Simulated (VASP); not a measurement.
# PbS (R3m) in VASP: notebook, part 2 of 2

VASP 6.6.1. Earlier steps stand in the parts before.

**4. Single point, PBE**

This run uses another cell than the first one, of 26.15 Å³/atom.

The input, INCAR:

```
ALGO = Normal
EDIFF = 1E-7
ENCUT = 520
GGA = PE
ISIF = 2
ISMEAR = -1
LASPH = True
LCHARG = False
LREAL = False
LWAVE = False
NBANDS = 17
NELM = 60
PREC = Accurate
SIGMA = 0.05
```

The input, KPOINTS:

```
k-points
0
Gamma
  8 8 8
```

The input, POSCAR:

```
PbS
1.0
    2.0984823409      1.2115593444      3.4287483306
   -2.0984823409      1.2115593444      3.4287483306
    0.0000000000     -2.4231186889      3.4287483306
Pb S
1 1
Direct
    0.9805657800      0.9805657800      0.9805657800
    0.4750355500      0.4750355500      0.4750355500
```

Potentials or basis: VASP PAW PBE potentials, release 64 (Pb_d, S).

Started as:

```console
$ cat potpaw_PBE.64/Pb_d/POTCAR potpaw_PBE.64/S/POTCAR > POTCAR
$ mpirun -np 1 vasp_std > vasp.out
```

OUTCAR:

```text
EDIFF = 1E-7
   ENCUT = 520
   GGA = PE
   ISIF = 2
   ISMEAR = -1
   LASPH = True
   LREAL = False
   NELM = 60
   PREC = Accurate

 ion  position               nearest neighbor table
   1  0.981  0.981  0.981-   2 2.94   2 2.94   2 2.94   2 3.00   2 3.00   2 3.00
   2  0.475  0.475  0.475-   1 2.94   1 2.94   1 2.94   1 3.00   1 3.00   1 3.00

  LATTYP: Found a trigonal (rhomboedric) cell.
 ALAT       =     4.1985496656
 COS(alpha) =     0.5003774362

  Lattice vectors:

 A1 = (   2.0984823409,   1.2115593444,   3.4287483306)
 A2 = (  -2.0984823409,   1.2115593444,   3.4287483306)
 A3 = (   0.0000000000,  -2.4231186889,   3.4287483306)

Analysis of symmetry for initial positions (statically):
=====================================================================
 Subroutine PRICEL returns:
 Original cell was already a primitive cell.

 Routine SETGRP: Setting up the symmetry group for a
 trigonal (rhombohedral) supercell.

 Subroutine GETGRP returns: Found  6 space group operations
 (whereof  6 operations were pure point group operations)
 out of a pool of 12 trial point group operations.

The static configuration has the point symmetry C_3v.

Analysis of symmetry for dynamics (positions and initial velocities):
=====================================================================
 Subroutine PRICEL returns:
 Original cell was already a primitive cell.

 Routine SETGRP: Setting up the symmetry group for a
 trigonal (rhombohedral) supercell.

 Subroutine GETGRP returns: Found  6 space group operations
 (whereof  6 operations were pure point group operations)
 out of a pool of 12 trial point group operations.

The dynamic configuration has the point symmetry C_3v.

 Subroutine INISYM returns: Found  6 space group operations
 (whereof  6 operations are pure point group operations),
 and found     1 'primitive' translations

----------------------------------------------------------------------------------------

                                     Primitive cell

  volume of cell :      52.3042

  direct lattice vectors                    reciprocal lattice vectors
     2.098482341  1.211559344  3.428748331     0.238267433  0.137563766  0.097217206
    -2.098482341  1.211559344  3.428748331    -0.238267433  0.137563766  0.097217206
     0.000000000 -2.423118689  3.428748331     0.000000000 -0.275127533  0.097217206

  length of vectors
     4.198549666  4.198549666  4.198549666     0.291798466  0.291798466  0.291798466

  position of ions in fractional coordinates (direct lattice)
     0.980565780  0.980565780  0.980565780
     0.475035550  0.475035550  0.475035550

  ion indices of the primitive-cell ions
   primitive index   ion index
                 1           1
                 2           2

----------------------------------------------------------------------------------------

 KPOINTS: k-points

Automatic generation of k-mesh.
 Grid dimensions read from file:
 generate k-points for:    8    8    8

 Generating k-lattice:

  Cartesian coordinates                     Fractional coordinates (reciprocal lattice)
     0.029783429  0.017195471  0.012152151     0.125000000 -0.000000000  0.000000000
    -0.029783429  0.017195471  0.012152151    -0.000000000  0.125000000  0.000000000
     0.000000000 -0.034390942  0.012152151     0.000000000  0.000000000  0.125000000

  Length of vectors
     0.036474808  0.036474808  0.036474808

  Shift w.r.t. Gamma in fractional coordinates (k-lattice)
     0.000000000  0.000000000  0.000000000

 Subroutine IBZKPT returns following result:
 ===========================================

 Found     65 irreducible k-points:

 Following reciprocal coordinates:
            Coordinates               Weight
  0.000000  0.000000  0.000000      1.000000
  0.125000 -0.000000 -0.000000      6.000000
  0.250000 -0.000000 -0.000000      6.000000
  0.375000  0.000000  0.000000      6.000000
  0.500000 -0.000000 -0.000000      3.000000
  0.125000  0.125000  0.000000      6.000000
[... 16 lines left out ...]
  0.250000  0.125000  0.125000      6.000000
  0.375000  0.125000  0.125000      6.000000
 [... further k-points ...]
   k-points           NKPTS =     65   k-points in BZ     NKDIM =     65   number of bands    NBANDS=     17
   number of dos      NEDOS =    301   number of ions     NIONS =      2
   total plane-waves  NPLWV =  32768
   dimension x,y,z NGX =    32 NGY =   32 NGZ =   32
   dimension x,y,z NGXF=    64 NGYF=   64 NGZF=   64
   ions per type =               1   1
   NGX,Y,Z   is equivalent  to a cutoff of  12.67, 12.67, 12.67 a.u.
   NGXF,Y,Z  is equivalent  to a cutoff of  25.34, 25.34, 25.34 a.u.
 SYSTEM =  unknown system
   PREC   = accura    normal or accurate (medium, high low for compatibility)
   ISTART =      0    job   : 0-new  1-cont  2-samecut
   ICHARG =      2    charge: 1-file 2-atom 10-const
   ISPIN  =      1    spin polarized calculation?
   LNONCOLLINEAR =      F non collinear calculations
   LSORBIT =      F    spin-orbit coupling
   LASPH  =      T    aspherical Exc in radial PAW
   ENCUT  =  520.0 eV  38.22 Ry    6.18 a.u.   7.81  7.81  7.81*2*pi/ulx,y,z
   NELM   =     60;   NELMIN=  2; NELMDL= -5     # of ELM steps
   EDIFF  = 0.1E-06   stopping-criterion for ELM
   LREAL  =      F    real-space projection
   EDIFFG = 0.1E-05   stopping-criterion for IOM
   NSW    =      0    number of steps for IOM
   IBRION =     -1    ionic relax: 0-MD 1-quasi-New 2-CG
   NFREE  =      0    steps in history (QN), initial steepest desc. (CG)
   ISIF   =      2    stress and relaxation
   ISYM   =      2    0-nonsym 1-usesym 2-fastsym
   POTIM  = 0.5000    time-step for ionic-motion
   TEBEG  =    0.0;   TEEND  =   0.0 temperature during run
   PSTRESS=    0.0 pullay stress
   NELECT =      20.0000    total number of electrons
   NUPDOWN=      -1.0000    fix difference up-down
   EMIN   =  10.00;   EMAX   =-10.00  energy-range for DOS
   EFERMI =   0.00;   METHOD = LEGACY
   ISMEAR =    -1;   SIGMA  =   0.05  broadening in eV -4-tet -1-fermi 0-gaus
   EFERMI_NEDOS =   21; number of points for ismear=-14 and -15
   IALGO  =     38    algorithm
   IMIX   =      4    mixing-type and parameters
     AMIX     =   0.40;   BMIX     =  1.00
     AMIX_MAG =   1.60;   BMIX_MAG =  1.00
  volume/ion in A,a.u.               =      26.15       176.48
  Fermi-wavevector in a.u.,A,eV,Ry     =   1.188245  2.245457 19.210411  1.411925
  Thomas-Fermi vector in A             =   2.324378
   LORBIT       =      0    0 simple, 1 ext, 2 COOP (PROOUT), +10 PAW based schemes
   GGA     = PE    functional components
   LHFCALC =     F    Hartree Fock is set to
   AEXX    =    0.0000 exact exchange contribution
   IVDW    =     0    specifies the selected vdW correction
   LEPSILON=     F    determine dielectric tensor
   LRPA    =     F    only Hartree local field effects (RPA)
 non-spin polarized calculation
  energy-cutoff  :      520.00
  volume of cell :       52.30
 maximum number of plane-waves:      1424
   NGX = 15   NGY = 15   NGZ = 15

 number of electron      20.0000002 magnetization

 Free energy of the ion-electron system (eV)
  ---------------------------------------------------
  ext. energy  EPLUGINS =         0.00000000
  ---------------------------------------------------
  free energy    TOTEN  =        -8.75705034 eV

  energy without entropy =       -8.75691585  energy(sigma->0) =       -8.75698309

 E-fermi :   5.9744     XC(G=0):  -9.6699

 val. band max:        5.7791455933   @ k =   0.5000  -0.0000  -0.0000
 cond. band min:       6.1696394076   @ k =   0.5000  -0.0000  -0.0000
 fundamental gap:      0.3904938143
 Fermi energy:         5.9743973339

 k-point     1 :       0.0000    0.0000    0.0000
  band No.  band energies     occupation
      1     -11.0296      2.00000
      2     -11.0292      2.00000
      3     -11.0292      2.00000
      4     -11.0132      2.00000
      5     -11.0132      2.00000
      6      -7.7900      2.00000
[... 9 lines left out ...]
     16      12.5580      0.00000
     17      14.4554      0.00000
[... 441 lines left out ...]
 k-point    24 :       0.3750    0.1250    0.1250
  band No.  band energies     occupation
      1     -11.0401      2.00000
      2     -11.0337      2.00000
      3     -11.0247      2.00000
      4     -11.0043      2.00000
      5     -10.9939      2.00000
      6      -7.0261      2.00000
[... 9 lines left out ...]
     16      15.3923      0.00000
     17      16.6583      0.00000

 [... further k-points ...]

------------------------ aborting loop because EDIFF is reached ----------------------------------------

  FORCE on cell =-STRESS in cart. coord.  units (eV):
  Direction    XX          YY          ZZ          XY          YZ          ZX
  --------------------------------------------------------------------------------------
  -------------------------------------------------------------------------------------
  Total        0.6652477      0.6652477      0.6686705      0.0000000     -0.0000000      0.0000000
  in kB       20.3777906     20.3777906     20.4826360      0.0000000     -0.0000000      0.0000000
  external PRESSURE =      20.4127391 kB  Pullay stress =       0.0000000 kB

 VOLUME and BASIS-vectors are now :
 -----------------------------------------------------------------------------
  energy-cutoff  :      520.00
  volume of cell :       52.30
      direct lattice vectors                 reciprocal lattice vectors
     2.098482341  1.211559344  3.428748331     0.238267433  0.137563766  0.097217206
    -2.098482341  1.211559344  3.428748331    -0.238267433  0.137563766  0.097217206
     0.000000000 -2.423118689  3.428748331     0.000000000 -0.275127533  0.097217206

 POSITION                                       TOTAL-FORCE (eV/Angst)
 -----------------------------------------------------------------------------------
      0.00000     -0.00000     10.08634         0.000000      0.000000     -0.030117
      0.00000     -0.00000      4.88633         0.000000     -0.000000      0.030117
 -----------------------------------------------------------------------------------
    total drift:                                0.000000     -0.000000     -0.000019

  FREE ENERGIE OF THE ION-ELECTRON SYSTEM (eV)
  ---------------------------------------------------
  free  energy   TOTEN  =        -8.7570503379 eV

  energy  without entropy=       -8.7569158517  energy(sigma->0) =       -8.75698309
```

stdout:

```text
POSCAR found type information on POSCAR PbS
 POSCAR found :  2 types and       2 ions
 scaLAPACK will be used
 LDA part: xc-table for (Slater+PW92), standard interpolation
 POSCAR, INCAR and KPOINTS ok, starting setup
 FFT: planning ... GRIDC
 FFT: planning ... GRID_SOFT
 FFT: planning ... GRID
 WAVECAR not read
 entering main loop
```

It took 38 s on 1 thread of Intel Xeon Platinum 8259CL at 2.50GHz (Skylake/Cascade Lake), shared host; peak memory 0.2 GiB.

What came out:

```yaml
Free_energy: -8.7571 eV
Pressure: 2.0 GPa
Largest_force: 0.030 eV/Å
Band_gap_on_the_k_mesh: 0.39 eV
```

Forces in eV/Å, atoms in the order of the input:
```
Pb   0.000  0.000 -0.030
S    0.000  0.000  0.030
```

Levels at points of the mesh, in eV from the valence-band top:
```
           k point  band 8  band 9  band 10  band 11  band 12  band 13
(0.00, 0.00, 0.00)   -2.15   -2.15    -2.15     5.18     5.21     5.21
(0.50, 0.00, 0.00)   -1.77   -1.77     0.00     0.39     1.99     1.99
(0.50, 0.50, 0.00)   -5.16   -3.42    -3.41     3.86     5.58     5.69
(0.50, 0.50, 0.50)   -1.77   -1.77    -0.04     0.43     1.98     1.98
```

Caveat: spin-orbit coupling is left out, which moves the levels of the heavy elements. A k mesh can miss the band edges.

**5. Single point, PBE**

This run uses another cell than the first one, of 27.22 Å³/atom.

The input, INCAR:

```
PREC = Accurate
ENCUT = 520
EDIFF = 1E-6
ISMEAR = -1
SIGMA = 0.05
LREAL = False
LASPH = True
NELM = 60
ALGO = Normal
ISIF = 2
LWAVE = False
LCHARG = False
GGA = PE
NBANDS = 17
```

The input, KPOINTS:

```
Automatic mesh
0
Gamma
  8 8 8
```

The input, POSCAR:

```
PbS
1.0
    2.1266532507      1.2278238267      3.4747772906
   -2.1266532507      1.2278238267      3.4747772906
    0.0000000000     -2.4556476535      3.4747772906
Pb S
1 1
Direct
    0.9805657800      0.9805657800      0.9805657800
    0.4750355500      0.4750355500      0.4750355500
```

Started as:

```console
$ cat potpaw_PBE.64/Pb_d/POTCAR potpaw_PBE.64/S/POTCAR > POTCAR
$ mpirun -np 1 vasp_std > vasp.out
```

Run time: 33 s. Hardware: 1 thread of Intel Xeon Platinum 8259CL at 2.50GHz (Skylake/Cascade Lake), shared host; peak memory 0.21 GiB.

Results (log left out):

| Item | Value |
| --- | --- |
| Free energy | -8.7696 eV |
| Pressure | -0.2 GPa |
| Largest force | 0.009 eV/Å |
| Band gap on the k mesh | 0.52 eV |

Forces on the atoms (eV/Å):
```
Pb   0.000  0.000 -0.009
S    0.000  0.000  0.009
```

Levels at points of the mesh, in eV from the valence-band top:
```tsv
k point	band 7	band 8	band 9	band 10	band 11	band 12	band 13	band 14
(0.00, 0.00, 0.00)	-6.06	-1.92	-1.92	-1.92	5.10	5.13	5.13	6.89
(0.50, 0.00, 0.00)	-8.56	-1.57	-1.57	0.00	0.52	2.11	2.11	8.65
(0.50, 0.50, 0.00)	-7.10	-4.78	-3.12	-3.12	4.07	5.48	5.57	5.60
(0.50, 0.50, 0.50)	-8.55	-1.56	-1.56	-0.03	0.55	2.10	2.10	8.64
```

Caveat: spin-orbit coupling is left out, which moves the levels of the heavy elements.

**6. The runs side by side**

| level | potentials or basis | cell | gap on the mesh (eV) | pressure (GPa) | largest force (eV/Å) |
| --- | --- | --- | --- | --- | --- |
| LDA | VASP PAW LDA potentials, release 64 (Pb_d, S) | a = 4.310 Å, angles 60.0°, 2 atoms | 0.48 | -6.1 | 0.03 |
| PBEsol | VASP PAW PBE potentials, release 64 (Pb_d, S) | a = 4.310 Å, angles 60.0°, 2 atoms | 0.53 | -4.7 | 0.02 |
| PBE | VASP PAW PBE potentials, release 64 (Pb_d, S) | a = 4.199 Å, angles 60.0°, 2 atoms | 0.39 | 2.0 | 0.03 |
| PBE | VASP PAW PBE potentials, release 64 (Pb_d, S) | a = 4.255 Å, angles 60.0°, 2 atoms | 0.52 | -0.2 | 0.01 |

Alike in all rows: task single point; no spin polarisation; k mesh 8 × 8 × 8; cutoff (eV) 520; smearing fermi-dirac 0.05 eV.

Caveats: spin-orbit coupling is left out, which moves the levels of the heavy elements; the cell stands under tension (at least some runs); the PAW data sets were made with another functional, which shifts forces and pressure a little (at least some runs).

Absolute energies hang on the potentials; compare differences alone.
